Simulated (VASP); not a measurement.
MnPt:

```
Mn Pt
1.0
    -2.72590   -2.72590    0.00000
    -2.72590    2.72590    0.00000
     0.00000    0.00000   -3.71200
Mn Pt
2 2
Direct
  0.00000 0.00000 0.00000
  0.50000 0.50000 0.00000
  0.00000 0.50000 0.50000
  0.50000 0.00000 0.50000
```

Base run:

```yaml
Program: VASP 6.6.1
Functional: LDA
Potentials_or_basis: VASP PAW LDA potentials, release 64 (Mn_pv, Pt)
Cutoff: 520 eV
k_mesh: 8 × 8 × 8
Occupations: fermi-dirac, width 0.1 eV
Spin: collinear spin, antiferromagnetic start
Starting_moments: "[4.5, -4.5, 0.0, 0.0] μB"
Hubbard_terms: Mn d U = 4.6 eV
```

Its results: pressure 13.1 GPa; net moment 0.00 μB per cell; site moments Mn +4.21, -4.21; Pt +0.00 μB.

Problem. The run is repeated on the same cell with these changes: spin from collinear spin, antiferromagnetic start to collinear spin, ferromagnetic start; moments at the start from [4.5, -4.5, 0.0, 0.0] to [4.5, 4.5, 0.0, 0.0]. What comes out?

Solution. Pressure 17.5 GPa; net moment 9.09 μB per cell; site moments Mn +4.24; Pt +0.16 μB.

Caveats: the U is typed as a test and isn't derived for this compound.
